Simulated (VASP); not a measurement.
TiTe2, 3 atoms in the cell. It takes space group P-3m1 (No. 164, trigonal). The conventional cell has a = 3.773 Å, b = 3.773 Å, c = 6.857 Å, α = 90.00°, β = 90.00°, γ = 120.00°. Ti (site symmetry -3m) has 6 Te at 2.78 Å and 6 Ti at 3.77 Å within 3.8 Å. Te (site symmetry 3m) has 3 Ti at 2.78 Å and 6 Te at 3.77 Å within 3.8 Å. 

* Program: VASP 6.6.1
* Task: single point
* Functional: PBE
* Potentials or basis: VASP PAW PBE potentials, release 64 (Ti_sv, Te)
* Cutoff: 520 eV
* k mesh: 10 × 10 × 5
* Occupations: fermi-dirac, width 0.1 eV
* Spin: no spin polarisation
* Dipole correction: no
* Further INCAR settings: ALGO = Normal; EDIFF = 1e-06; NBANDS = 19

Potentials or basis: VASP PAW PBE potentials, release 64 (Ti_sv, Te).

Run with:

```bash
$ cat potpaw_PBE.64/Ti_sv/POTCAR potpaw_PBE.64/Te/POTCAR > POTCAR
$ mpirun -np 1 vasp_std > vasp.out
```

Hardware: 1 thread of Intel Xeon 8259CL (shared host).

Question: How long does it take, and how much memory?

Answer: Run time: 2 min on 1 thread of Intel Xeon 8259CL, on a shared host, peak memory 0.25 GiB. Counts: scf iterations 17, k points 58.
